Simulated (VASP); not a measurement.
# CuSi16 (a cell with a defect) in VASP: notebook

CuSi16 (a cell with a defect) is run at these levels: PBE; tasks: single point.

All numbers are computed with VASP 6.6.1; they aren't measurements. Logs are shortened: lines on timing, memory, paths and dates and some standing lists are left out, and cuts for length are marked.

### 1 The cell of the first run

The cell holds a defect, 17 atoms: a = 7.679 Å, b = 7.679 Å, c = 7.679 Å, α = 60.00°, β = 60.00°, γ = 60.00°.

### 2 Single point, PBE

File INCAR:

```
  PREC = Accurate
  ENCUT = 520
  EDIFF = 1E-7
  ISMEAR = 0
  SIGMA = 0.05
  LREAL = Auto
  LASPH = True
  NELM = 100
  ALGO = Normal
  ISIF = 2
  LWAVE = False
  LCHARG = False
  GGA = PE
  NBANDS = 52
  NELECT = 74.0
```

File KPOINTS:

```
regular mesh
0
Gamma
  2 2 2
```

File POSCAR:

```
CuSi16
1.0
    0.0000000000      5.4300000000      5.4300000000
    5.4300000000      0.0000000000      5.4300000000
    5.4300000000      5.4300000000      0.0000000000
Si Cu
16 1
Direct
    0.0011788214     -0.0029633517      0.0036935543
    0.1323049724      0.1241171271      0.1175370166
    0.0018847145     -0.0163589319      0.5078812155
    0.1261331492      0.1117965009      0.6293869245
    0.0073377532      0.5075727440     -0.0277598527
    0.1241895028      0.6246871087      0.1127198895
   -0.0148455801      0.4854203499      0.4901332413
    0.1155355433      0.6160747698      0.6007195212
    0.5036106814      0.0036987109      0.0113935543
    0.6286301105      0.1291702578      0.1321137201
    0.4987130755     -0.0009598527      0.5061489871
    0.6194211786      0.1199845304      0.6371049724
    0.4966583794      0.5016128913      0.0036394107
    0.6237661142      0.6325329650      0.1176966851
    0.4833305709      0.5022471455      0.5079364641
    0.6114571823      0.6265938306      0.6293494475
    0.8485941989      0.3487019337      0.3391050645
```

Potentials or basis: VASP PAW PBE potentials, release 64 (Si, Cu).

On the command line:

```
cat potpaw_PBE.64/Si/POTCAR potpaw_PBE.64/Cu/POTCAR > POTCAR
mpirun -np 1 vasp_std > vasp.out
```

OUTCAR:

```text
PREC = Accurate
   ENCUT = 520
   EDIFF = 1E-7
   ISMEAR = 0
   LREAL = Auto
   LASPH = True
   NELM = 100
   ISIF = 2
   GGA = PE
   NELECT = 74.0

 ion  position               nearest neighbor table
   1  0.001  0.997  0.004-   2 2.33  10 2.34   6 2.34   4 2.35
   2  0.132  0.124  0.118-   9 2.33   1 2.33   5 2.41   3 2.45  17 2.47
   3  0.002  0.984  0.508-   8 2.32   4 2.34  17 2.35  12 2.40   2 2.45
   4  0.126  0.112  0.629-  11 2.34   3 2.34   1 2.35   7 2.35
   5  0.007  0.508  0.972-   8 2.34   6 2.35  17 2.35   2 2.41  14 2.41
   6  0.124  0.625  0.113-   1 2.34  13 2.34   5 2.35   7 2.37
   7  0.985  0.485  0.490-   8 2.33   4 2.35  16 2.35   6 2.37  17 2.66
   8  0.116  0.616  0.601-   3 2.32  15 2.32   7 2.33   5 2.34
   9  0.504  0.004  0.011-  10 2.33  14 2.33   2 2.33  12 2.35
  10  0.629  0.129  0.132-   9 2.33  13 2.34   1 2.34  11 2.35
  11  0.499  0.999  0.506-  12 2.34  16 2.34   4 2.34  10 2.35
  12  0.619  0.120  0.637-  11 2.34   9 2.35  15 2.40   3 2.40  17 2.54
  13  0.497  0.502  0.004-  14 2.33  10 2.34   6 2.34  16 2.35
  14  0.624  0.633  0.118-   9 2.33  13 2.33   5 2.41  15 2.45  17 2.47
  15  0.483  0.502  0.508-   8 2.32  16 2.34  17 2.35  12 2.40  14 2.45
  16  0.611  0.627  0.629-  11 2.34  15 2.34  13 2.35   7 2.35
  17  0.849  0.349  0.339-   3 2.35  15 2.35   5 2.35   2 2.47  14 2.47  12 2.54   7 2.66

  LATTYP: Found a face centered cubic cell.
 ALAT       =    10.8600000000

  Lattice vectors:

 A1 = (   0.0000000000,   5.4300000000,   5.4300000000)
 A2 = (   5.4300000000,   0.0000000000,   5.4300000000)
 A3 = (   5.4300000000,   5.4300000000,   0.0000000000)

Analysis of symmetry for initial positions (statically):
=====================================================================
 Subroutine PRICEL returns:
 Original cell was already a primitive cell.

 Routine SETGRP: Setting up the symmetry group for a
 face centered cubic supercell.

 Subroutine GETGRP returns: Found  1 space group operations
 (whereof  1 operations were pure point group operations)
 out of a pool of 48 trial point group operations.

The static configuration has the point symmetry C_1 .

Analysis of symmetry for dynamics (positions and initial velocities):
=====================================================================
 Subroutine PRICEL returns:
 Original cell was already a primitive cell.

 Routine SETGRP: Setting up the symmetry group for a
 face centered cubic supercell.

 Subroutine GETGRP returns: Found  1 space group operations
 (whereof  1 operations were pure point group operations)
 out of a pool of 48 trial point group operations.

The dynamic configuration has the point symmetry C_1 .

 Subroutine INISYM returns: Found  1 space group operations
 (whereof  1 operations are pure point group operations),
 and found     1 'primitive' translations

----------------------------------------------------------------------------------------

                                     Primitive cell

  volume of cell :     320.2060

  direct lattice vectors                    reciprocal lattice vectors
     0.000000000  5.430000000  5.430000000    -0.092081031  0.092081031  0.092081031
     5.430000000  0.000000000  5.430000000     0.092081031 -0.092081031  0.092081031
     5.430000000  5.430000000  0.000000000     0.092081031  0.092081031 -0.092081031

  length of vectors
     7.679179644  7.679179644  7.679179644     0.159489025  0.159489025  0.159489025

  position of ions in fractional coordinates (direct lattice)
     0.001178821  0.997036648  0.003693554
     0.132304972  0.124117127  0.117537017
     0.001884715  0.983641068  0.507881215
     0.126133149  0.111796501  0.629386924
     0.007337753  0.507572744  0.972240147
     0.124189503  0.624687109  0.112719889
[... 9 lines left out ...]
     0.611457182  0.626593831  0.629349447
     0.848594199  0.348701934  0.339105065

  ion indices of the primitive-cell ions
   primitive index   ion index
                 1           1
                 2           2
                 3           3
                 4           4
                 5           5
                 6           6
[... 9 lines left out ...]
                16          16
                17          17

----------------------------------------------------------------------------------------

 KPOINTS: regular mesh

Automatic generation of k-mesh.
 Grid dimensions read from file:
 generate k-points for:    2    2    2

 Generating k-lattice:

  Cartesian coordinates                     Fractional coordinates (reciprocal lattice)
    -0.046040516  0.046040516  0.046040516     0.500000000  0.000000000  0.000000000
     0.046040516 -0.046040516  0.046040516     0.000000000  0.500000000  0.000000000
     0.046040516  0.046040516 -0.046040516     0.000000000  0.000000000  0.500000000

  Length of vectors
     0.079744512  0.079744512  0.079744512

  Shift w.r.t. Gamma in fractional coordinates (k-lattice)
     0.000000000  0.000000000  0.000000000

 Subroutine IBZKPT returns following result:
 ===========================================

 Found      8 irreducible k-points:

 Following reciprocal coordinates:
            Coordinates               Weight
  0.000000  0.000000  0.000000      1.000000
  0.500000  0.000000  0.000000      1.000000
  0.000000  0.500000  0.000000      1.000000
  0.000000  0.000000  0.500000      1.000000
  0.500000  0.500000  0.500000      1.000000
  0.500000  0.500000  0.000000      1.000000
  0.000000  0.500000  0.500000      1.000000
  0.500000  0.000000  0.500000      1.000000
   k-points           NKPTS =      8   k-points in BZ     NKDIM =      8   number of bands    NBANDS=     52
   number of dos      NEDOS =    301   number of ions     NIONS =     17
   total plane-waves  NPLWV = 216000
   dimension x,y,z NGX =    60 NGY =   60 NGZ =   60
   dimension x,y,z NGXF=   120 NGYF=  120 NGZF=  120
   ions per type =              16   1
   NGX,Y,Z   is equivalent  to a cutoff of  12.99, 12.99, 12.99 a.u.
   NGXF,Y,Z  is equivalent  to a cutoff of  25.98, 25.98, 25.98 a.u.
 SYSTEM =  unknown system
   PREC   = accura    normal or accurate (medium, high low for compatibility)
   ISTART =      0    job   : 0-new  1-cont  2-samecut
   ICHARG =      2    charge: 1-file 2-atom 10-const
   ISPIN  =      1    spin polarized calculation?
   LNONCOLLINEAR =      F non collinear calculations
   LSORBIT =      F    spin-orbit coupling
   LASPH  =      T    aspherical Exc in radial PAW
   ENCUT  =  520.0 eV  38.22 Ry    6.18 a.u.  14.28 14.28 14.28*2*pi/ulx,y,z
   NELM   =    100;   NELMIN=  2; NELMDL= -5     # of ELM steps
   EDIFF  = 0.1E-06   stopping-criterion for ELM
   LREAL  =      T    real-space projection
   EDIFFG = 0.1E-05   stopping-criterion for IOM
   NSW    =      0    number of steps for IOM
   IBRION =     -1    ionic relax: 0-MD 1-quasi-New 2-CG
   NFREE  =      0    steps in history (QN), initial steepest desc. (CG)
   ISIF   =      2    stress and relaxation
   ISYM   =      2    0-nonsym 1-usesym 2-fastsym
   POTIM  = 0.5000    time-step for ionic-motion
   TEBEG  =    0.0;   TEEND  =   0.0 temperature during run
   PSTRESS=    0.0 pullay stress
   NELECT =      74.0000    total number of electrons
   NUPDOWN=      -1.0000    fix difference up-down
   EMIN   =  10.00;   EMAX   =-10.00  energy-range for DOS
   EFERMI =   0.00;   METHOD = LEGACY
   ISMEAR =     0;   SIGMA  =   0.05  broadening in eV -4-tet -1-fermi 0-gaus
   EFERMI_NEDOS =   21; number of points for ismear=-14 and -15
   IALGO  =     38    algorithm
   IMIX   =      4    mixing-type and parameters
     AMIX     =   0.40;   BMIX     =  1.00
     AMIX_MAG =   1.60;   BMIX_MAG =  1.00
  volume/ion in A,a.u.               =      18.84       127.11
  Fermi-wavevector in a.u.,A,eV,Ry     =   1.004636  1.898488 13.732283  1.009294
  Thomas-Fermi vector in A             =   2.137265
   LORBIT       =      0    0 simple, 1 ext, 2 COOP (PROOUT), +10 PAW based schemes
   GGA     = PE    functional components
   LHFCALC =     F    Hartree Fock is set to
   AEXX    =    0.0000 exact exchange contribution
   IVDW    =     0    specifies the selected vdW correction
   LEPSILON=     F    determine dielectric tensor
   LRPA    =     F    only Hartree local field effects (RPA)
 non-spin polarized calculation
 Gauss-broadening in eV      SIGMA  =   0.05
  energy-cutoff  :      520.00
  volume of cell :      320.21
 maximum number of plane-waves:      8646
 NGX is ok and might be reduce to    60
   NGX = 29   NGY = 29   NGZ = 29

 number of electron      74.0000003 magnetization

 Free energy of the ion-electron system (eV)
  ---------------------------------------------------
  ext. energy  EPLUGINS =         0.00000000
  ---------------------------------------------------
  free energy    TOTEN  =       -94.22266590 eV

  energy without entropy =      -94.22221842  energy(sigma->0) =      -94.22244216

 E-fermi :   6.4033     XC(G=0):  -9.6099

 val. band max:        6.3202411015   @ k =   0.0000   0.0000   0.0000
 cond. band min:       6.4862978651   @ k =   0.0000   0.0000   0.0000
 fundamental gap:      0.1660567636
 Fermi energy:         6.4032694920

 k-point     1 :       0.0000    0.0000    0.0000
  band No.  band energies     occupation
      1      -5.8946      2.00000
      2      -3.5305      2.00000
      3      -3.5166      2.00000
      4      -3.4861      2.00000
      5      -3.4653      2.00000
      6      -2.0107      2.00000
[... 41 lines left out ...]
     48       8.4657      0.00000
     49       8.5779      0.00000

 k-point     2 :       0.5000    0.0000    0.0000
  band No.  band energies     occupation
      1      -5.1989      2.00000
      2      -4.9633      2.00000
      3      -3.3057      2.00000
      4      -3.2525      2.00000
      5      -3.1513      2.00000
      6      -3.0371      2.00000
[... 304 lines left out ...]
 k-point     8 :       0.5000    0.0000    0.5000
  band No.  band energies     occupation
      1      -4.9340      2.00000
      2      -4.7145      2.00000
      3      -3.8825      2.00000
      4      -3.7754      2.00000
      5      -3.7446      2.00000
      6      -3.7369      2.00000
[... 41 lines left out ...]
     48      10.4719      0.00000
     49      10.4887      0.00000
 [bands above 49 left out]

------------------------ aborting loop because EDIFF is reached ----------------------------------------

  FORCE on cell =-STRESS in cart. coord.  units (eV):
  Direction    XX          YY          ZZ          XY          YZ          ZX
  --------------------------------------------------------------------------------------
  -------------------------------------------------------------------------------------
  Total       -1.3672194     -1.3513819     -1.9656637     -0.7817521      0.0628064      0.1323517
  in kB       -6.8409955     -6.7617515     -9.8353613     -3.9115612      0.3142573      0.6622327
  external PRESSURE =      -7.8127028 kB  Pullay stress =       0.0000000 kB

 VOLUME and BASIS-vectors are now :
 -----------------------------------------------------------------------------
  energy-cutoff  :      520.00
  volume of cell :      320.21
      direct lattice vectors                 reciprocal lattice vectors
     0.000000000  5.430000000  5.430000000    -0.092081031  0.092081031  0.092081031
     5.430000000  0.000000000  5.430000000     0.092081031 -0.092081031  0.092081031
     5.430000000  5.430000000  0.000000000     0.092081031  0.092081031 -0.092081031

 POSITION                                       TOTAL-FORCE (eV/Angst)
 -----------------------------------------------------------------------------------
      5.43397      0.02646      5.42031         0.001763     -0.008685      0.005571
      1.31218      1.35664      1.39237        -0.011479      0.016610     -0.006724
      8.09897      2.76803      5.35140        -0.010628     -0.008820      0.009907
      4.02463      4.10247      1.29196         0.003969      0.008292     -0.006759
      8.03538      5.31911      2.79596        -0.006640     -0.008540      0.010181
      4.00412      1.28642      4.06640        -0.001056      0.006444     -0.006416
[... 9 lines left out ...]
      6.81977      6.73758      6.72262         0.003777      0.009969     -0.007156
      3.73479      6.44921      6.50132         0.013178      0.006399      0.006839
 -----------------------------------------------------------------------------------
    total drift:                                0.005114      0.003111      0.004378

  FREE ENERGIE OF THE ION-ELECTRON SYSTEM (eV)
  ---------------------------------------------------
  free  energy   TOTEN  =       -94.2226659043 eV

  energy  without entropy=      -94.2222184227  energy(sigma->0) =      -94.22244216
```

Wall time 6.4 min (1 thread of Intel Xeon Platinum 8259CL at 2.50GHz (Skylake/Cascade Lake), shared host); peak memory 0.5 GiB.

Results:

| Item | Value |
| --- | --- |
| Free energy | -94.2227 eV |
| Largest force | 0.024 eV/Å |

Forces on the atoms (eV/Å):
```
Si   0.002 -0.009  0.006
Si  -0.011  0.017 -0.007
Si  -0.011 -0.009  0.010
Si   0.004  0.008 -0.007
Si  -0.007 -0.009  0.010
Si  -0.001  0.006 -0.006
Si  -0.002 -0.006  0.015
Si   0.007  0.019 -0.013
Si  -0.002 -0.011  0.011
Si  -0.005  0.002 -0.010
Si   0.000 -0.007  0.009
Si   0.004  0.011 -0.018
Si  -0.003 -0.002  0.005
Si   0.009 -0.008 -0.009
Si  -0.002 -0.019  0.005
Si   0.004  0.010 -0.007
Cu   0.013  0.006  0.007
```

Levels at points of the mesh, in eV from the Fermi level:
```tsv
k point	band 33	band 34	band 35	band 36	band 37	band 38	band 39	band 40	band 41	band 42
(0.00, 0.00, 0.00)	-1.07	-1.01	-0.64	-0.20	-0.08	0.08	0.40	0.58	0.61	0.68
(0.50, 0.00, 0.00)	-2.02	-0.94	-0.91	-0.84	-0.74	0.55	1.12	1.25	1.31	1.44
(0.00, 0.50, 0.00)	-2.01	-0.94	-0.90	-0.84	-0.74	0.55	1.12	1.25	1.31	1.44
(0.00, 0.00, 0.50)	-2.04	-0.94	-0.89	-0.87	-0.81	0.49	1.15	1.24	1.31	1.42
(0.50, 0.50, 0.50)	-2.15	-0.91	-0.89	-0.66	-0.51	0.52	1.00	1.33	1.37	1.57
(0.50, 0.50, 0.00)	-1.87	-1.51	-1.51	-1.42	-1.12	0.67	0.98	1.95	2.04	2.17
(0.00, 0.50, 0.50)	-1.83	-1.54	-1.46	-1.43	-1.08	0.65	0.99	1.94	2.06	2.17
(0.50, 0.00, 0.50)	-1.83	-1.54	-1.46	-1.43	-1.08	0.65	0.99	1.94	2.06	2.17
```

Caveat: the k points lie up to 0.50 Å⁻¹ apart; the cell carries a net charge on a neutralising background, which shifts energy and pressure; the cell is charged against a uniform background, so pressure and absolute levels hang on convention.

### 3 Single point, PBE

File INCAR:

```
  ALGO = Normal
  EDIFF = 1E-6
  ENCUT = 520
  GGA = PE
  ISIF = 2
  ISMEAR = 0
  LASPH = True
  LCHARG = False
  LREAL = Auto
  LWAVE = False
  NBANDS = 52
  NELECT = 74.0
  NELM = 100
  PREC = Accurate
  SIGMA = 0.05
```

File KPOINTS:

```
k-points
0
Gamma
  2 2 2
```

File POSCAR:

```
CuSi16
1.0
    0.0000000000      5.4300000000      5.4300000000
    5.4300000000      0.0000000000      5.4300000000
    5.4300000000      5.4300000000      0.0000000000
Si Cu
16 1
Direct
    0.0032202578     -0.0034230203     -0.0027364641
    0.1286288214      0.1220870166      0.1193962247
   -0.0062536832     -0.0094310313      0.5083619705
    0.1220086556      0.1190705341      0.6235073665
   -0.0047580110      0.5082138122     -0.0113662983
    0.1215123389      0.6235261510      0.1191143646
   -0.0069906077      0.4924068140      0.4930318600
    0.1155786372      0.6185298343      0.6153659300
    0.4959983425      0.0153688766      0.0197556169
    0.6306504604      0.1357329650      0.1364508287
    0.4942101289     -0.0024596685      0.5117167587
    0.6106027624      0.1175093923      0.6491346225
    0.4937722836      0.5098802026     -0.0022115101
    0.6122891344      0.6463290976      0.1164434622
    0.4858304788      0.5052312155      0.5069825967
    0.6207104052      0.6245811234      0.6241336096
    0.7710825046      0.2871650092      0.2887977901
```

Potentials or basis: VASP PAW PBE potentials, release 64 (Si, Cu).

On the command line:

```
cat potpaw_PBE.64/Si/POTCAR potpaw_PBE.64/Cu/POTCAR > POTCAR
mpirun -np 1 vasp_std > vasp.out
```

Wall time 5.1 min (1 thread of Intel Xeon Platinum 8259CL at 2.50GHz (Skylake/Cascade Lake), shared host); peak memory 0.49 GiB.

The run converged. Its results:

```yaml
Free_energy: -94.2114 eV
Largest_force: 0.095 eV/Å
```

Forces on the atoms (eV/Å):
```
Si   0.006  0.020  0.019
Si  -0.019  0.042  0.047
Si  -0.016  0.006 -0.014
Si   0.002 -0.014 -0.001
Si  -0.018 -0.005  0.006
Si   0.006 -0.005 -0.008
Si   0.007 -0.023 -0.022
Si  -0.009 -0.010 -0.008
Si   0.015  0.037  0.028
Si   0.022  0.016  0.026
Si   0.018  0.010 -0.002
Si   0.021  0.013 -0.005
Si   0.024 -0.006  0.017
Si   0.013  0.004  0.008
Si  -0.002 -0.016 -0.022
Si   0.007 -0.034 -0.024
Cu  -0.077 -0.034 -0.045
```

Levels at points of the mesh, in eV from the Fermi level:
```
           k point  band 35  band 36  band 37  band 38  band 39  band 40
(0.00, 0.00, 0.00)    -0.61    -0.23    -0.06     0.06     0.31     0.56
(0.50, 0.00, 0.00)    -0.93    -0.89    -0.75     0.57     1.07     1.21
(0.00, 0.50, 0.00)    -0.94    -0.89    -0.79     0.54     1.10     1.21
(0.00, 0.00, 0.50)    -0.93    -0.91    -0.81     0.52     1.10     1.20
(0.50, 0.50, 0.50)    -0.92    -0.64    -0.51     0.50     1.02     1.35
(0.50, 0.50, 0.00)    -1.53    -1.45    -1.17     0.66     0.94     1.94
(0.00, 0.50, 0.50)    -1.50    -1.47    -1.12     0.64     0.95     1.93
(0.50, 0.00, 0.50)    -1.52    -1.45    -1.15     0.65     0.94     1.93
```

Caveat: the k points lie up to 0.50 Å⁻¹ apart; the cell carries a net charge on a neutralising background, which shifts energy and pressure; the cell is charged against a uniform background, so pressure and absolute levels hang on convention.
